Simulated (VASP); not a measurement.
# B5W2: single point with PBE

Crystal: B5W2.

```xyz
7
Lattice="0.0000 3.4330 3.4330 3.4330 0.0000 3.4330 3.4330 3.4330 0.0000" Properties=species:S:1:pos:R:3 pbc="T T T"
B     3.4330    3.4330    3.4330
B     0.5887    0.5887    0.5887
B     2.8443    2.8443    0.5887
B     2.8443    0.5887    2.8443
B     0.5887    2.8443    2.8443
W     1.7165    1.7165    1.7165
W     5.1495    5.1495    5.1495
```

The cell was generated, and may not be a known phase.

```
Program             : VASP 6.6.1
Task                : single point
Functional          : PBE
Potentials or basis : VASP PAW PBE potentials, release 64 (B, W_sv)
Cutoff              : 520 eV
k mesh              : 4 × 4 × 4
Occupations         : gaussian, width 0.1 eV
Spin                : no spin polarisation
```

```
Pressure               : 0.2 GPa
Largest force          : 0.059 eV/Å
Band gap on the k mesh : zero (an odd number of electrons rules out a gap without spin polarisation)
```

Forces in eV/Å, atoms in the order of the input:
```
B    0.000  0.000  0.000
B   -0.034 -0.034 -0.034
B    0.034  0.034 -0.034
B    0.034 -0.034  0.034
B   -0.034  0.034  0.034
W    0.000  0.000  0.000
W    0.000  0.000  0.000
```

Levels at points of the mesh, in eV from the Fermi level:
```tsv
k point	band 19	band 20	band 21	band 22	band 23	band 24
(0.00, 0.00, 0.00)	-2.21	-0.31	-0.31	-0.31	1.15	1.15
(0.50, 0.00, 0.00)	-3.04	-1.42	-1.42	0.35	1.01	1.01
(0.50, 0.50, 0.00)	-1.75	-1.75	-0.16	0.48	0.51	0.67
```

Run time: 41 s on 1 thread of Intel(R) Xeon(R) Platinum 8259CL CPU @ 2.50GHz (Skylake/Cascade Lake) (shared host), peak memory 0.2 GiB.

Caveat: the k points lie up to 0.40 Å⁻¹ apart, too coarse for converged energies and pressures of a metal; spin-orbit coupling is left out, which moves the levels of the heavy elements; an odd number of electrons without spin polarisation forces a metal; a magnetic or distorted state may lie lower.
